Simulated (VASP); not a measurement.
A run of VASP 6.6.1:

Contents of INCAR:

```
SYSTEM = Ir
ALGO     = Fast           ! electronic algorithm
EDIFF    = 1E-7           ! SCF threshold, eV
ENCUT    = 520            ! plane-wave cutoff, eV
GGA      = PS             ! functional
ISIF     = 2              ! what is computed and relaxed
ISMEAR   = 0              ! smearing method
ISPIN    = 2              ! spin polarisation
LASPH    = .TRUE.         ! aspherical terms in the spheres
LCHARG   = .FALSE.        ! write CHGCAR
LMAXMIX  = 4              ! l up to which the mixer works
LORBIT   = 11             ! projections on sites
LREAL    = .FALSE.        ! projectors in reciprocal space
LWAVE    = .FALSE.        ! write WAVECAR
MAGMOM   = 0.1 0.1        ! initial moments
NBANDS   = 20             ! bands
NELM     = 150            ! most SCF steps
NUPDOWN  = 0.2            ! fixed moment
PREC     = Accurate       ! precision mode
SIGMA    = 0.15           ! smearing width, eV
```

KPOINTS

```
k-points
0
G
  21 21 12
  0 0 0
```

The input POSCAR:

```
Ir
1.0
    2.7188340441      0.0000000000      0.0000000000
   -1.3594170221      2.3545793509      0.0000000000
    0.0000000000      0.0000000000      4.4080676386
Ir
2
Direct
    0.6666666667      0.3333333333      0.7500000000
    0.3333333333      0.6666666667      0.2500000000
```

Potentials or basis: VASP PAW PBE potentials, release 64 (Ir).

The run is started by

```sh
$ cat potpaw_PBE.64/Ir/POTCAR > POTCAR
$ mpirun -np 1 vasp_std > vasp.out
```

Hardware: 1 thread of AMD EPYC 9R45 96-Core Processor (Zen 5), on a shared host.

Problem. How long does it take, and how much memory?

Solution. Wall time 3.8 min on 1 thread of AMD EPYC 9R45 96-Core Processor (Zen 5) (shared host), peak memory 0.33 GiB. Counts: scf iterations 15, k points 336.
